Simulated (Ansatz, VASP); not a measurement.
# One calculation of SnO2, two programs

```
Sn O
1.0
     1.64881    0.95194    4.89475
    -1.64881    0.95194    4.89475
     0.00000   -1.90388    4.89475
Sn O
1 2
Direct
  0.50000 0.50000 0.50000
  0.76283 0.76283 0.76283
  0.23717 0.23717 0.23717
```

Alike in both runs: task single point; functional LDA; k mesh 8 × 8 × 8; occupations fermi-dirac, width 0.05 eV; no spin polarisation.

|  | VASP | Ansatz |
| --- | --- | --- |
| version | VASP 6.6.1 | Ansatz 0.2.0 |
| potentials or method | VASP PAW LDA potentials, release 64 (Sn_d, O) | Ansatz PAW |
| plane-wave cutoff (eV) | 520 | 420 |
| valence electrons in the cell | 26 | 26 |

VASP gave:

* gap on the k mesh at the Fermi level (eV): 1.42
* least direct gap on the mesh (eV): 1.51
* pressure (GPa): -14.8
* traceless stress, the component that is largest in VASP (GPa): 4.10
* rms of the force components (eV/Å): 0.535

Which values does Ansatz return?

gap on the k mesh at the Fermi level (eV): 1.43; least direct gap on the mesh (eV): 1.51; pressure (GPa): -15.3; traceless stress, the component that is largest in VASP (GPa): 4.48; rms of the force components (eV/Å): 0.558.

LDA's correlation is that of Perdew and Zunger in VASP and of Perdew and Wang (1992) in Ansatz. Atom by atom the forces differ by 0.023 eV/Å (rms over components).
